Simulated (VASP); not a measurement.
Set up this calculation in VASP 6.6.1, as the native input.

| Item | Value |
| --- | --- |
| Task | single point |
| Functional | PBE |
| Potentials or basis | VASP PAW PBE potentials, release 64 (V_sv, Sb, S) |
| Cutoff | 520 eV |
| k mesh | 6 × 6 × 4 |
| Occupations | gaussian, width 0.1 eV |
| Spin | collinear spin, ferromagnetic start |
| Starting moments | [2.0, 0.0, 0.0] μB |
| Dipole correction | no |
| Further INCAR settings | ALGO = Normal; EDIFF = 1e-07; NBANDS = 23 |

The structure of VSbS lies in POSCAR:

```
VSbS
1.0
    4.4727578200      0.0000000000      0.0000000000
   -2.2363789100      3.8735218900      0.0000000000
    0.0000000000      0.0000000000      3.8933267600
V Sb S
1 1 1
Direct
    0.6666666700      0.3333333300      0.5000000000
    0.3333333300      0.6666666700      0.0000000000
    0.0000000000      0.0000000000      0.5000000000
```

The cell was built from a structure type or drawn by symmetry, and may not be a known phase.

These files were run (other wordings do the same):

INCAR

```
SYSTEM = VSbS
PREC = Accurate
ENCUT = 520
EDIFF = 1E-7
ISMEAR = 0
SIGMA = 0.1
LREAL = .FALSE.
LASPH = .TRUE.
NELM = 150
ALGO = Normal
ISIF = 2
LWAVE = .FALSE.
LCHARG = .FALSE.
ISPIN = 2
MAGMOM = 2 0 0
LORBIT = 11
LMAXMIX = 4
GGA = PE
NBANDS = 23
```

KPOINTS

```
Automatic mesh
0
G
  6 6 4
  0 0 0
```

Potentials or basis: VASP PAW PBE potentials, release 64 (V_sv, Sb, S).

Run with:

```sh
$ cat potpaw_PBE.64/V_sv/POTCAR potpaw_PBE.64/Sb/POTCAR potpaw_PBE.64/S/POTCAR > POTCAR
$ mpirun -np 1 vasp_std > vasp.out
```

Results of the run:

| Quantity | Value |
| --- | --- |
| Pressure | -14.3 GPa |
| Band gap on the k mesh | zero (filled and empty bands overlap) |
| Net moment | 0.00 μB per cell |
| Valence electrons inside the program's atomic spheres | V 11.19; Sb 2.30; S 3.61 |

Caveat: the k points lie up to 0.40 Å⁻¹ apart; spin-orbit coupling is left out, which moves the levels of the heavy elements.

It took 47 s on 1 thread of Intel(R) Xeon(R) 6975P-C (Granite Rapids), on a shared host, peak memory 0.25 GiB.
